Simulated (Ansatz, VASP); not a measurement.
**ZnAs2C in VASP and in Ansatz**

```
Zn As C
1.0
     3.59237    0.00000    0.00000
     0.00000    3.59237    0.00000
     0.00000    0.00000   10.83467
Zn As C
2 4 2
Cartesian
  1.7962 0.0000 9.2527
  0.0000 1.7962 1.5820
  1.7962 1.7962 0.0000
  0.0000 0.0000 3.2485
  1.7962 1.7962 5.4173
  0.0000 0.0000 7.5862
  1.7962 0.0000 4.3726
  0.0000 1.7962 6.4621
```

Alike in both runs: task single point; functional r2SCAN; k mesh 6 × 6 × 2; occupations fermi-dirac, width 0.02 eV; no spin polarisation.

```csv
,VASP,Ansatz
version,VASP 6.6.1,Ansatz 0.2.0
potentials or method,"VASP PAW PBE potentials, release 64 (Zn, As, C)","plane waves, PAW"
plane-wave cutoff (eV),660,500
valence electrons in the cell,52,92
```

|  | VASP | Ansatz | Ansatz less VASP |
| --- | --- | --- | --- |
| pressure (GPa) | -2.5 | -2.6 | -0.06 |
| rms of the force components (eV/Å) | 0.033 | 0.033 | +0.0005 |

VASP's potentials were made for PBE, not for r2SCAN. The functional is the same, so the differences come from potentials, cutoffs and numerics. VASP's potentials hold 52 valence electrons a cell and Ansatz's 92, so a difference there can come from the potentials and not from the codes.
